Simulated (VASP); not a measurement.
Crystal: Ge.

```
Ge
1.0
     0.00000    2.86614    2.86614
     2.86614    0.00000    2.86614
     2.86614    2.86614    0.00000
Ge
2
Direct
  0.75000 0.75000 0.75000
  0.50000 0.50000 0.50000
```

Program: VASP 6.6.1. Alike in all runs: task single point; potentials or basis VASP PAW PBE potentials, release 64 (Ge_d); no spin polarisation; cell as given; k mesh 4 × 4 × 4; cutoff (eV) 520; smearing fermi-dirac 0.05 eV.

Task: Order these runs on this cell by their pressure, lowest first.
A. level PBE0; share of exact exchange 0.25
B. level r2SCAN0; share of exact exchange 0.25
C. level B3LYP5; share of exact exchange 0.2

Result: B (-3.5 GPa), A (-2.0 GPa), C (1.6 GPa).

Caveats: all runs use coarse meshes; the PAW data sets were made with another functional, which shifts forces and pressure a little.
